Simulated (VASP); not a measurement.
Set up this calculation in VASP 6.6.1, as the native input.

* Task: relaxation of cell and atoms
* Functional: PBE
* Potentials or basis: VASP PAW PBE potentials, release 64 (Sn_d, Te)
* Cutoff: 600 eV
* k mesh: 4 × 4 × 4
* Occupations: gaussian, width 0.1 eV
* Spin: no spin polarisation
* Dipole correction: no
* Further INCAR settings: ALGO = Normal; EDIFF = 1e-07; IBRION = 2; EDIFFG = -0.04; NSW = 90; ISIF = 3

The structure of Sn3Te lies in POSCAR:

```
Sn3Te
1.0
    4.4409959600      0.0000000000      0.0000000000
    0.0000000000      4.4409959600      0.0000000000
    0.0000000000      0.0000000000      7.2579952100
Sn Te
3 1
Direct
    0.0000000000      0.0000000000      0.0000000000
    0.0000000000      0.5000000000      0.5899003000
    0.5000000000      0.0000000000      0.4100997000
    0.5000000000      0.5000000000      0.0000000000
```

The cell was built from a structure type or drawn by symmetry, and may not be a known phase.

These files were run (other wordings do the same):

INCAR

```
SYSTEM = Sn3Te
ALGO = Normal
EDIFF = 1E-7
EDIFFG = -0.04
ENCUT = 600
GGA = PE
IBRION = 2
ISIF = 3
ISMEAR = 0
LASPH = .True.
LCHARG = .False.
LREAL = .False.
LWAVE = .False.
NELM = 100
NSW = 90
PREC = Accurate
SIGMA = 0.1
```

KPOINTS

```
k-points
0
Gamma
  4 4 4
  0 0 0
```

Potentials or basis: VASP PAW PBE potentials, release 64 (Sn_d, Te).

Launch:

```console
$ cat potpaw_PBE.64/Sn_d/POTCAR potpaw_PBE.64/Te/POTCAR > POTCAR
$ mpirun -np 1 vasp_std > vasp.out
```

It gave:

The relaxed volume is 29.20 Å³/atom, the relaxed cell is a = 4.494 Å, b = 4.494 Å, c = 5.785 Å, α = 90.00°, β = 90.00°, γ = 90.00° and the space group after relaxing (to 0.1 Å) is P-4m2 (No. 115). The energy gained by relaxing is 138.8 meV/atom, the ionic steps are 21 and the pressure after relaxing is 0.1 GPa. The largest force after relaxing is 0.023 eV/Å and the band gap on the k mesh is zero (bands 24 and 25 overlap by 1.29 eV).

Caveat: the volume moved by over 15 % at a fixed basis, so the end points are rough; spin-orbit coupling is left out, which moves the levels of the heavy elements.

Run time: 13 min on 1 thread of AMD EPYC 9R45 96-Core Processor (Zen 5), with other jobs on the host, peak memory 0.3 GiB.
